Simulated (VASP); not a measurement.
# NaH: single point with HSE06

Crystal: NaH.

```
Na H
1.0
     0.08259    2.59537    2.59537
     2.59537    0.08259    2.59537
     2.59537    2.59537    0.08259
Na H
1 1
Direct
  0.00327 0.00327 0.00327
  0.24673 0.24673 0.24673
```

This cell differs from its parent crystal: epitaxial 111 strain -3.2%.

| Quantity | Value |
| --- | --- |
| Program | VASP 6.6.1 |
| Task | single point |
| Functional | HSE06 |
| Potentials or basis | VASP PAW PBE potentials, release 64 (Na_pv, H) |
| Cutoff | 520 eV |
| k mesh | 6 × 6 × 6 |
| Occupations | gaussian, width 0.01 eV |
| Spin | no spin polarisation |

- Pressure: 1.0 GPa
- Largest force: 0.003 eV/Å
- Band gap on the k mesh: 4.45 eV (least direct gap 5.41 eV)

Forces on the atoms (eV/Å):
```
Na  -0.002 -0.002 -0.002
H    0.002  0.002  0.002
```

Stress tensor (GPa, compression positive):
```
 1.03 -0.48 -0.48
-0.48  1.03 -0.48
-0.48 -0.48  1.03
```

Levels at points of the mesh, in eV from the valence-band top:
```tsv
k point	band 1	band 2	band 3	band 4	band 5	band 6	band 7	band 8	band 9
(0.00, 0.00, 0.00)	-24.16	-24.16	-24.15	-3.19	9.82	14.41	15.42	15.42	17.23
(0.50, 0.00, 0.00)	-24.21	-24.17	-24.16	-0.72	4.76	12.31	13.92	14.40	15.61
(0.50, 0.50, 0.00)	-24.21	-24.18	-24.17	-0.07	6.21	8.76	10.95	11.68	14.19
(0.50, 0.50, 0.50)	-24.20	-24.16	-24.16	-0.96	4.45	12.61	14.71	14.71	16.50
```

Run time: 13 min on 1 thread of Intel(R) Xeon(R) Platinum 8375C CPU @ 2.90GHz (Ice Lake), with other jobs on the host, peak memory 0.27 GiB.

Caveat: the cell differs from its parent crystal (epitaxial 111 strain -3.2%); the structure was generated, so it needn't be the stable form of NaH; the PAW data sets were made with another functional, which shifts forces and pressure a little. A k mesh can miss the band edges.
